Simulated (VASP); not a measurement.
# BN (P6_3/mmc) in VASP: a series of runs, part 2 of 2

VASP 6.6.1. Earlier steps stand in the parts before.

**5. Single point, PBE+D3(BJ) (strain +0.000 along x and y, +0.080 along z)**

INCAR reads:

```
SYSTEM = BN
PREC = Accurate
ENCUT = 520
EDIFF = 1E-6
ISMEAR = 0
SIGMA = 0.05
LREAL = .False.
LASPH = .True.
NELM = 60
ALGO = Normal
ISIF = 2
LWAVE = .False.
LCHARG = .False.
GGA = PE
IVDW = 12
NBANDS = 16
```

KPOINTS reads:

```
Automatic mesh
0
Gamma
  12 12 4
  0 0 0
```

POSCAR reads:

```
BN
1.0
    2.5064381059      0.0000000000      0.0000000000
   -1.2532190530      2.1706390727      0.0000000000
    0.0000000000      0.0000000000      7.1461945996
B N
2 2
Direct
    0.3333333333      0.6666666667      0.2500000000
    0.6666666667      0.3333333333      0.7500000000
    0.3333333333      0.6666666667      0.7500000000
    0.6666666667      0.3333333333      0.2500000000
```

The run is started by

```sh
cat potpaw_PBE.64/B/POTCAR potpaw_PBE.64/N/POTCAR > POTCAR
mpirun -np 1 vasp_std > vasp.out
```

It took 14 s on 1 thread of Intel Xeon 6975P-C (Granite Rapids), shared host; peak memory 0.18 GiB.

Results (log left out):

| Property | Result |
| --- | --- |
| Free energy | -35.7028 eV |
| Pressure | -0.3 GPa |
| Band gap on the k mesh | 4.38 eV, indirect (least direct gap 4.65 eV) |
| Dispersion energy per atom | -0.129 eV |

Stress tensor (GPa, compression positive):
```
 0.33  0.00  0.00
 0.00  0.33  0.00
 0.00  0.00 -1.54
```

Levels at points of the mesh, in eV from the valence-band top:
| k point | band 5 | band 6 | band 7 | band 8 | band 9 | band 10 | band 11 | band 12 |
| --- | --- | --- | --- | --- | --- | --- | --- | --- |
| (0.00, 0.00, 0.00) | -1.34 | -1.34 | -1.32 | -1.32 | 4.87 | 9.44 | 11.55 | 11.55 |
| (0.50, 0.00, 0.00) | -4.13 | -4.10 | -1.25 | -0.58 | 4.38 | 5.36 | 9.47 | 9.96 |
| (0.00, 0.00, 0.50) | -1.33 | -1.33 | -1.33 | -1.33 | 6.85 | 6.85 | 11.58 | 11.58 |
| (0.50, 0.00, 0.50) | -4.12 | -4.12 | -0.91 | -0.91 | 4.75 | 4.75 | 9.84 | 9.84 |

Caveat: the cell differs from its parent crystal (strain +0.000 along x and y, +0.080 along z). A k mesh can miss the band edges.

**6. Single point, PBE+D3(BJ) (strain +0.080 along x and y, -0.080 along z)**

INCAR reads:

```
ALGO = Normal ; EDIFF = 1E-6
ENCUT = 520 ; GGA = PE
ISIF = 2 ; ISMEAR = 0
IVDW = 12 ; LASPH = True
LCHARG = False ; LREAL = False
LWAVE = False ; NBANDS = 16
NELM = 60 ; PREC = Accurate
SIGMA = 0.05
```

KPOINTS reads:

```
k-points
0
Gamma
  12 12 4
```

POSCAR reads:

```
BN
1.0
    2.7069531544      0.0000000000      0.0000000000
   -1.3534765772      2.3442901985      0.0000000000
    0.0000000000      0.0000000000      6.0874991034
B N
2 2
Direct
    0.3333333333      0.6666666667      0.2500000000
    0.6666666667      0.3333333333      0.7500000000
    0.3333333333      0.6666666667      0.7500000000
    0.6666666667      0.3333333333      0.2500000000
```

Potentials or basis: VASP PAW PBE potentials, release 64 (B, N).

The run is started by

```sh
cat potpaw_PBE.64/B/POTCAR potpaw_PBE.64/N/POTCAR > POTCAR
mpirun -np 1 vasp_std > vasp.out
```

OUTCAR:

```text
EDIFF = 1E-6
   ENCUT = 520
   GGA = PE
   ISIF = 2
   ISMEAR = 0
   IVDW = 12
   LASPH = True
   LREAL = False
   NELM = 60
   PREC = Accurate
 IVDW          = 12

 ion  position               nearest neighbor table
   1  0.333  0.667  0.250-   4 1.56   4 1.56   4 1.56
   2  0.667  0.333  0.750-   3 1.56   3 1.56   3 1.56
   3  0.333  0.667  0.750-   2 1.56   2 1.56   2 1.56
   4  0.667  0.333  0.250-   1 1.56   1 1.56   1 1.56

  LATTYP: Found a hexagonal cell.
[... 658 lines left out ...]

 E8    (eV) :    -0.1586

  FORCE on cell =-STRESS in cart. coord.  units (eV):
  Direction    XX          YY          ZZ          XY          YZ          ZX
  --------------------------------------------------------------------------------------
  -------------------------------------------------------------------------------------
  Total     -15.28373   -15.28373     0.59491     0.00000     0.00000     0.00000
  in kB    -633.88266  -633.88266    24.67337     0.00000     0.00000     0.00000
  external pressure =     -414.36 kB  Pullay stress =        0.00 kB

 VOLUME and BASIS-vectors are now :
 -----------------------------------------------------------------------------
  energy-cutoff  :      520.00
  volume of cell :       38.63
      direct lattice vectors                 reciprocal lattice vectors
     2.706953154  0.000000000  0.000000000     0.369419027  0.213284175  0.000000000
    -1.353476577  2.344290198  0.000000000     0.000000000  0.426568349  0.000000000
     0.000000000  0.000000000  6.087499103     0.000000000  0.000000000  0.164271071

 POSITION                                       TOTAL-FORCE (eV/Angst)
 -----------------------------------------------------------------------------------
     -0.00000      1.56286      1.52187        -0.000000      0.000000      0.000000
      1.35348      0.78143      4.56562         0.000000     -0.000000      0.000000
     -0.00000      1.56286      4.56562         0.000000     -0.000000      0.000000
      1.35348      0.78143      1.52187        -0.000000     -0.000000      0.000000
 -----------------------------------------------------------------------------------
    total drift:                               -0.000000      0.000000      0.000000

  FREE ENERGIE OF THE ION-ELECTRON SYSTEM (eV)
  ---------------------------------------------------
  free  energy   TOTEN  =       -34.4377782950 eV

  energy  without entropy=      -34.4377782950  energy(sigma->0) =      -34.43777829
```

OSZICAR:

```text
N       E                     dE             d eps       ncg     rms          rms(c)
DAV:   1     0.443846140816E+02    0.44385E+02   -0.77965E+03  1832   0.919E+02
DAV:   2    -0.327733248634E+02   -0.77158E+02   -0.69698E+02  2592   0.205E+02
DAV:   3    -0.361746902803E+02   -0.34014E+01   -0.33846E+01  2328   0.421E+01
DAV:   4    -0.361952316381E+02   -0.20541E-01   -0.20537E-01  2280   0.370E+00
DAV:   5    -0.361953938706E+02   -0.16223E-03   -0.16223E-03  2272   0.311E-01    0.950E+00
DAV:   6    -0.340084378649E+02    0.21870E+01   -0.42509E+00  2336   0.162E+01    0.404E+00
DAV:   7    -0.339386483816E+02    0.69789E-01   -0.33577E-01  2296   0.461E+00    0.272E+00
DAV:   8    -0.339073011552E+02    0.31347E-01   -0.14604E-01  2336   0.248E+00    0.514E-01
DAV:   9    -0.339012430143E+02    0.60581E-02   -0.10929E-02  2232   0.903E-01    0.130E-01
DAV:  10    -0.339018496611E+02   -0.60665E-03   -0.16222E-03  2112   0.273E-01    0.330E-02
DAV:  11    -0.339019201732E+02   -0.70512E-04   -0.81806E-05  2304   0.735E-02    0.157E-02
DAV:  12    -0.339019212822E+02   -0.11090E-05   -0.13899E-05  2096   0.287E-02    0.199E-03
DAV:  13    -0.339019216249E+02   -0.34272E-06   -0.50195E-07  1808   0.537E-03
   1 F= -.34437778E+02 E0= -.34437778E+02  d E =-.409329E-12
```

Wall time 12 s (1 thread of Intel Xeon 6975P-C (Granite Rapids), shared host); peak memory 0.17 GiB.

Results:

- Free energy: -34.4378 eV
- Pressure: -41.4 GPa
- Band gap on the k mesh: 3.74 eV, indirect (least direct gap 3.89 eV)
- Dispersion energy per atom: -0.134 eV

Caveat: the cell differs from its parent crystal (strain +0.080 along x and y, -0.080 along z).

**7. Overview**

| cell | gap on the mesh (eV) | pressure (GPa) |
| --- | --- | --- |
| a = 2.607, b = 2.607, c = 6.087 Å, angles 90.0, 90.0, 120.0°, 4 atoms | 3.93 | -24.5 |
| a = 2.506, b = 2.506, c = 6.882 Å, angles 90.0, 90.0, 120.0°, 4 atoms | 4.32 | -0.2 |
| a = 2.607, b = 2.607, c = 6.352 Å, angles 90.0, 90.0, 120.0°, 4 atoms | 3.96 | -24.2 |
| a = 2.506, b = 2.506, c = 7.146 Å, angles 90.0, 90.0, 120.0°, 4 atoms | 4.38 | -0.3 |
| a = 2.707, b = 2.707, c = 6.087 Å, angles 90.0, 90.0, 120.0°, 4 atoms | 3.74 | -41.4 |

Alike in all rows: task single point; level PBE+D3(BJ); potentials or basis VASP PAW PBE potentials, release 64 (B, N); no spin polarisation; k mesh 12 × 12 × 4; cutoff (eV) 520; smearing gaussian 0.05 eV.

Absolute energies hang on the potentials; compare differences alone.
